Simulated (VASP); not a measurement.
# CoSn (P6/mmm) in VASP: notebook, part 2 of 2

VASP 6.6.1.

## Step 3: Single point, PBE (biaxial strain in the a-b plane: -2.0 %)

The input, INCAR:

```
  PREC = Accurate
  ENCUT = 520
  EDIFF = 1E-6
  ISMEAR = 0
  SIGMA = 0.1
  LREAL = F
  LASPH = T
  NELM = 80
  ALGO = Fast
  ISIF = 2
  LWAVE = F
  LCHARG = F
  GGA = PE
  NBANDS = 44
```

The input, KPOINTS:

```
Automatic mesh
0
Gamma
  12 12 8
```

The input, POSCAR:

```
CoSn
1.0
    5.1906533012      0.0000000000      0.0000000000
   -2.5953266506      4.4952376211      0.0000000000
    0.0000000000      0.0000000000      4.2810511286
Co Sn
3 3
Direct
    0.0000000000      0.5000000000      0.0000000000
    0.5000000000      0.5000000000      0.0000000000
    0.5000000000      0.0000000000      0.0000000000
    0.6666666667      0.3333333333      0.5000000000
    0.3333333333      0.6666666667      0.5000000000
    0.0000000000      0.0000000000      0.0000000000
```

Potentials or basis: VASP PAW PBE potentials, release 64 (Co, Sn_d).

On the command line:

```
$ cat potpaw_PBE.64/Co/POTCAR potpaw_PBE.64/Sn_d/POTCAR > POTCAR
$ mpirun -np 1 vasp_std > vasp.out
```

OUTCAR:

```text
PREC = Accurate
   ENCUT = 520
   EDIFF = 1E-6
   ISMEAR = 0
   LREAL = F
   LASPH = T
   NELM = 80
   ISIF = 2
   GGA = PE

 ion  position               nearest neighbor table
   1  0.000  0.500  0.000-   2 2.60   2 2.60   6 2.60   6 2.60   3 2.60   3 2.60   5 2.61   5 2.61
                             4 2.61   4 2.61
   2  0.500  0.500  0.000-   1 2.60   1 2.60   6 2.60   3 2.60   3 2.60   6 2.60   5 2.61   5 2.61
                             4 2.61   4 2.61
   3  0.500  0.000  0.000-   6 2.60   6 2.60   1 2.60   2 2.60   2 2.60   1 2.60   5 2.61   5 2.61
                             4 2.61   4 2.61
[... 1344 lines left out ...]
  Total        3.8670912      3.8670912     -0.3526965      0.0000000      0.0000000      0.0000000
  in kB       62.0254483     62.0254483     -5.6570054      0.0000000      0.0000000      0.0000000
  external PRESSURE =      39.4646304 kB  Pullay stress =       0.0000000 kB

 VOLUME and BASIS-vectors are now :
 -----------------------------------------------------------------------------
  energy-cutoff  :      520.00
  volume of cell :       99.89
      direct lattice vectors                 reciprocal lattice vectors
     5.190653301  0.000000000  0.000000000     0.192653977  0.111228825  0.000000000
    -2.595326651  4.495237621  0.000000000     0.000000000  0.222457651  0.000000000
     0.000000000  0.000000000  4.281051129     0.000000000  0.000000000  0.233587493

 POSITION                                       TOTAL-FORCE (eV/Angst)
 -----------------------------------------------------------------------------------
     -1.29766      2.24762      0.00000         0.000000      0.000000      0.000000
      1.29766      2.24762      0.00000         0.000000      0.000000      0.000000
      2.59533      0.00000      0.00000        -0.000000      0.000000      0.000000
      2.59533      1.49841      2.14053         0.000000     -0.000000      0.000000
     -0.00000      2.99683      2.14053        -0.000000      0.000000      0.000000
      0.00000      0.00000      0.00000        -0.000000      0.000000      0.000000
 -----------------------------------------------------------------------------------
    total drift:                               -0.000000      0.000000     -0.000000

  FREE ENERGIE OF THE ION-ELECTRON SYSTEM (eV)
  ---------------------------------------------------
  free  energy   TOTEN  =       -33.1806095844 eV

  energy  without entropy=      -33.1619256847  energy(sigma->0) =      -33.17126763
```

It took 3.4 min on 1 thread of Intel Xeon 6975P-C (Granite Rapids), shared host; peak memory 0.45 GiB.

Results:

| Quantity | Value |
| --- | --- |
| Free energy | -33.1806 eV |
| Pressure | 3.9 GPa |
| Band gap on the k mesh | zero (an odd number of electrons rules out a gap without spin polarisation) |

Stress tensor (GPa, compression positive):
```
 6.20  0.00  0.00
 0.00  6.20  0.00
 0.00  0.00 -0.57
```

Caveat: the cell differs from its parent crystal (biaxial strain in the a-b plane: -2.0 %); the cell stands under pressure; spin-orbit coupling is left out, which moves the levels of the heavy elements; the run has no spin polarisation, though such a crystal can be magnetic. Spin polarisation is off, so any magnetic state and its effect on volume and gap are missing.

## Step 4: Single point, PBE (16.62 Å³/atom)

The input, INCAR:

```
SYSTEM = CoSn
ALGO     = Fast           ! electronic algorithm
EDIFF    = 1E-6           ! SCF threshold, eV
ENCUT    = 520            ! plane-wave cutoff, eV
GGA      = PE             ! functional
ISIF     = 2              ! what is computed and relaxed
ISMEAR   = 0              ! smearing method
LASPH    = .TRUE.         ! aspherical terms in the spheres
LCHARG   = .FALSE.        ! write CHGCAR
LREAL    = .FALSE.        ! projectors in reciprocal space
LWAVE    = .FALSE.        ! write WAVECAR
NBANDS   = 44             ! bands
NELM     = 80             ! most SCF steps
PREC     = Accurate       ! precision mode
SIGMA    = 0.1            ! smearing width, eV
```

The input, KPOINTS:

```
k-points
0
G
  12 12 8
  0 0 0
```

POSCAR: that of step 3 with these lines changed.

```diff
@@ -2,5 +2,5 @@
 1.0
-    5.1906533012      0.0000000000      0.0000000000
-   -2.5953266506      4.4952376211      0.0000000000
-    0.0000000000      0.0000000000      4.2810511286
+    5.2430804842      0.0000000000      0.0000000000
+   -2.6215402421      4.5406408934      0.0000000000
+    0.0000000000      0.0000000000      4.1875545770
 Co Sn
```

On the command line:

```
$ cat potpaw_PBE.64/Co/POTCAR potpaw_PBE.64/Sn_d/POTCAR > POTCAR
$ mpirun -np 1 vasp_std > vasp.out
```

Run time: 11 min. Hardware: 1 thread of Intel Xeon 8259CL, shared host; peak memory 0.45 GiB.

It converged, with:

* Free energy: -33.2216 eV
* Pressure: 4.0 GPa
* Band gap on the k mesh: zero (an odd number of electrons rules out a gap without spin polarisation)

Levels at points of the mesh, in eV from the Fermi level:
| k point | band 30 | band 31 | band 32 | band 33 | band 34 | band 35 | band 36 | band 37 | band 38 | band 39 |
| --- | --- | --- | --- | --- | --- | --- | --- | --- | --- | --- |
| (0.00, 0.00, 0.00) | -0.45 | -0.43 | -0.43 | -0.40 | -0.40 | 0.54 | 0.67 | 1.42 | 1.42 | 3.00 |
| (0.50, 0.00, 0.00) | -0.95 | -0.64 | -0.41 | -0.41 | 0.75 | 1.05 | 1.75 | 1.84 | 2.62 | 3.41 |
| (0.00, 0.00, 0.50) | -0.93 | -0.93 | -0.50 | -0.49 | -0.49 | -0.39 | -0.39 | -0.14 | 0.54 | 1.35 |
| (0.50, 0.00, 0.50) | -1.22 | -0.95 | -0.69 | -0.49 | -0.43 | -0.39 | -0.12 | 0.45 | 1.30 | 4.08 |

Caveat: the cell stands under pressure; spin-orbit coupling is left out, which moves the levels of the heavy elements; the run has no spin polarisation, though such a crystal can be magnetic.

## Step 5: The runs side by side

| cell | further INCAR settings | gap on the mesh (eV) | pressure (GPa) |
| --- | --- | --- | --- |
| a = 5.191, b = 5.191, c = 4.274 Å, angles 90.0, 90.0, 120.0°, 6 atoms | ALGO = Fast; EDIFF = 1e-07; NBANDS = 44 | none | 4.2 |
| a = 5.191, b = 5.191, c = 4.281 Å, angles 90.0, 90.0, 120.0°, 6 atoms | ALGO = Fast; EDIFF = 1e-06; NBANDS = 44 | none | 3.9 |
| a = 5.243, b = 5.243, c = 4.188 Å, angles 90.0, 90.0, 120.0°, 6 atoms | ALGO = Fast; EDIFF = 1e-06; NBANDS = 44 | none | 4.0 |

Alike in all rows: task single point; level PBE; potentials or basis VASP PAW PBE potentials, release 64 (Co, Sn_d); no spin polarisation; k mesh 12 × 12 × 8; cutoff (eV) 520; smearing gaussian 0.1 eV.

Caveats: the cell stands under pressure; spin-orbit coupling is left out, which moves the levels of the heavy elements; the run has no spin polarisation, though such a crystal can be magnetic.

Absolute energies hang on the potentials; compare differences alone.
